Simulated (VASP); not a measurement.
The system is BN.

```xyz
4
Lattice="2.4982 0.0000 0.0000 -1.2491 2.1635 0.0000 0.0000 0.0000 6.6357" Properties=species:S:1:pos:R:3 pbc="T T T"
N     1.2491    0.7212    1.6589
N     0.0000    1.4424    4.9768
B     1.2491    0.7212    4.9768
B     0.0000    1.4424    1.6589
```

```yaml
Program: VASP 6.6.1
Task: relaxation of cell and atoms
Functional: PBE0
Potentials_or_basis: VASP PAW PBE potentials, release 64 (N, B)
Cutoff: 600 eV
k_mesh: 6 × 6 × 2
Occupations: fermi-dirac, width 0.05 eV
Spin: no spin polarisation
```

At the start: pressure 0.1 GPa; volume 8.97 Å³/atom.

Where does the relaxation end?

Over 13 steps the energy falls by 5.8 meV/atom and the volume is 10.00 Å³/atom (+11.5 %); space group P6_3/mmc (No. 194, to 0.1 Å) before and after.

Step by step:
```csv
step,energy change (eV),largest force (eV/Å),pressure (GPa),volume (Å³)
1,0.0000,0.0000,0.06,35.87
2,-0.0019,0.0000,1.92,35.88
3,-0.0019,0.0000,2.07,35.89
4,-0.0031,0.0000,2.00,35.98
5,-0.0062,0.0000,1.81,36.27
6,-0.0114,0.0000,1.44,36.84
7,-0.0185,0.0000,0.79,38.00
8,-0.0231,0.0000,-0.32,40.31
9,-0.0232,0.0000,-0.25,40.14
10,-0.0231,0.0000,-0.13,39.86
11,-0.0231,0.0000,-0.19,40.01
12,-0.0229,0.0000,0.70,39.92
13,-0.0232,0.0000,0.02,39.99
```

Final structure:
```
N B
1.0
     2.49605    0.00000    0.00000
    -1.24803    2.16164    0.00000
     0.00000    0.00000    7.41161
N B
2 2
Direct
  0.66667 0.33333 0.25000
  0.33333 0.66667 0.75000
  0.66667 0.33333 0.75000
  0.33333 0.66667 0.25000
```

Caveat: the k points lie up to 0.48 Å⁻¹ apart in the final cell; the PAW data sets were made with another functional, which shifts forces and pressure a little; this functional lacks dispersion, which binds layers or chains, so the pressure and a relaxed spacing across them are unreliable.
